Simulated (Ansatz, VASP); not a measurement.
NiGe: VASP beside Ansatz

```
CELL_PARAMETERS angstrom
5.28379 0.00000 0.00000
0.00000 3.39462 0.00000
0.00000 0.00000 5.67971
ATOMIC_POSITIONS crystal
Ni 0.50689 0.25000 0.68941
Ni 0.49311 0.75000 0.31059
Ni 0.00689 0.25000 0.81059
Ni 0.99311 0.75000 0.18941
Ge 0.68992 0.25000 0.08779
Ge 0.31008 0.75000 0.91221
Ge 0.18992 0.25000 0.41221
Ge 0.81008 0.75000 0.58779
```

Alike in both runs: functional LDA; k mesh 6 × 8 × 6; occupations gaussian, width 0.1 eV; no spin polarisation.

Ansatz relaxed the structure, and its values are those at the end. VASP's run is a single point on that final structure, the one shown.

```csv
,VASP,Ansatz
version,VASP 6.6.1,Ansatz 0.2.0
potentials or method,"VASP PAW LDA potentials, release 64 (Ni, Ge_d), cutoff 600 eV","scalar-relativistic, plane waves, PAW"
valence electrons in the cell,96,128
```

```csv
,VASP,Ansatz,Ansatz less VASP
gap on the k mesh at the Fermi level (eV),none,none,-
pressure (GPa),0.3,0.0,-0.32
rms of the force components (eV/Å),0.006,0.001,-0.0058
```

Ansatz warns that its potentials were made for another functional, while VASP's fit it. LDA's correlation is that of Perdew and Zunger in VASP and of Perdew and Wang (1992) in Ansatz. A gap of «none» marks a metal or a gap that the smearing closes. VASP's potentials hold 96 valence electrons a cell and Ansatz's 128, so a difference there can come from the potentials and not from the codes.
